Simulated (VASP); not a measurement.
**O: single point with PBEsol**

Crystal: O.

```
O
1.0
     2.56951    0.00000    0.00000
    -1.28475    2.22526    0.00000
     0.00000    0.00000    6.59684
O
4
Direct
  0.33333 0.66667 0.16100
  0.66667 0.33333 0.66100
  0.33333 0.66667 0.33900
  0.66667 0.33333 0.83900
```

This cell differs from its parent crystal: volume scaled by 1.01.

```
Program                : VASP 6.6.1
Task                   : single point
Functional             : PBEsol
Potentials or basis    : VASP PAW PBE potentials, release 64 (O)
Cutoff                 : 520 eV
k mesh                 : 13 × 13 × 5
Occupations            : fermi-dirac, width 0.03 eV
Spin                   : no spin polarisation
Dipole correction      : no
Further INCAR settings : ALGO = Normal; EDIFF = 1e-06; NBANDS = 20
```

```
Pressure               : 15.0 GPa
Largest force          : 4.215 eV/Å
Band gap on the k mesh : zero (band 12 reaches 3.32 eV, above the bottom of band 13 at 1.37 eV)
```

Forces on the atoms (eV/Å):
```
O    0.000  0.000 -4.215
O    0.000  0.000 -4.215
O    0.000  0.000  4.215
O    0.000  0.000  4.215
```

Stress tensor (GPa, compression positive):
```
-5.90  0.00  0.00
 0.00 -5.90  0.00
 0.00  0.00 56.68
```

Levels at points of the mesh, in eV from the Fermi level:
```tsv
k point	band 8	band 9	band 10	band 11	band 12	band 13	band 14	band 15	band 16	band 17
(0.00, 0.00, 0.00)	-6.24	-6.12	-6.12	1.02	1.02	1.29	1.29	8.28	9.83	10.05
```

Wall time 34 s on 1 thread of AMD EPYC 7R43 64-Core Processor (Zen 3), with other jobs on the host, peak memory 0.13 GiB.

Caveat: the standard files for N, O and F lose accuracy on very short bonds; spin is off for a triplet molecule; the PAW data sets were made with another functional, which shifts forces and pressure a little.
